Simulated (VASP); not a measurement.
**ZnS: vibrations by perturbation theory with PBEsol**

ZnS:

```
Zn S
1.0
     0.00000    2.69600    2.69600
     2.69600    0.00000    2.69600
     2.69600    2.69600    0.00000
Zn S
1 1
Direct
  0.00000 0.00000 0.00000
  0.75000 0.75000 0.75000
```

* Program: VASP 6.6.1
* Task: vibrations by perturbation theory
* Functional: PBEsol
* Potentials or basis: VASP PAW PBE potentials, release 64 (Zn, S)
* Cutoff: 520 eV
* k mesh: 10 × 10 × 10
* Occupations: gaussian, width 0.01 eV
* Spin: no spin polarisation
* Dipole correction: no
* Further INCAR settings: ALGO = Normal; EDIFF = 1e-08; IBRION = 8; NSW = 1

| Quantity | Value |
| --- | --- |
| Electronic dielectric tensor (diagonal) | 6.10 |
| Born charges (mean of the diagonal) | Zn +1.99; S -1.99 e |
| Highest phonon frequency at Γ, LO-TO splitting left out | 270 cm⁻¹ |

Phonon frequencies in cm⁻¹ (negative: imaginary):
| q point | frequencies |
| --- | --- |
| (0.000, 0.000, 0.000) | 0 0 0 270 270 270 |

Electronic dielectric tensor:
```
6.10 0.00 0.00
0.00 6.10 0.00
0.00 0.00 6.10
```

Born effective charge tensors (e):
atom 1, Zn
```
1.99 0.00 0.00
0.00 1.99 0.00
0.00 0.00 1.99
```
atom 2, S
```
-1.99  0.00  0.00
 0.00 -1.99  0.00
 0.00  0.00 -1.99
```

It took 5.5 min on 1 thread of Intel(R) Xeon(R) Platinum 8559C (Emerald Rapids) (shared host), peak memory 0.35 GiB.

Caveat: the cell stands under pressure or tension, which shifts response properties.
